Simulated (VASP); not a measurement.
A run of VASP 6.6.1 is set up as follows.

INCAR

```
SYSTEM = AlN
PREC = Accurate
ENCUT = 520
EDIFF = 1E-7
ISMEAR = 0
SIGMA = 0.05
LREAL = .FALSE.
LASPH = .TRUE.
NELM = 100
ALGO = Normal
ISIF = 2
LWAVE = .FALSE.
LCHARG = .FALSE.
GGA = PE
NBANDS = 26
```

The input KPOINTS:

```
regular mesh
0
G
  8 6 4
  0 0 0
```

File POSCAR:

```
AlN
1.0
   -3.3134793387      0.0000000000      0.0000000000
    0.0000000000      0.0000000000     -4.1875902400
    0.0000000000     -5.7391145645      0.0000000000
Al N
4 4
Direct
    0.5555307522      0.2346278035      0.1666666667
   -0.0555307522      0.2346278035      0.6666666667
    0.0555307522      0.7346278035      0.3333333333
    0.4444692478      0.7346278035      0.8333333333
    0.5535041009      0.7796113022      0.1666666667
   -0.0535041009      0.7796113022      0.6666666667
    0.0535041009      0.2796113022      0.3333333333
    0.4464958991      0.2796113022      0.8333333333
```

Potentials or basis: VASP PAW PBE potentials, release 64 (Al, N).

Run with:

```console
$ cat potpaw_PBE.64/Al/POTCAR potpaw_PBE.64/N/POTCAR > POTCAR
$ mpirun -np 1 vasp_std > vasp.out
```

Q: What does it give for the largest force?

A: 0.879 eV/Å.

Q: Estimate the band gap on the k mesh.

A: 3.30 eV.

Forces on the atoms (eV/Å):
```
Al   0.573  0.241 -0.622
Al  -0.573  0.241 -0.622
Al   0.573 -0.241 -0.622
Al  -0.573 -0.241 -0.622
N    0.328  0.304  0.622
N   -0.328  0.304  0.622
N    0.328 -0.304  0.622
N   -0.328 -0.304  0.622
```

Caveat: the cell differs from its parent crystal (atoms displaced along a vibrational mode).
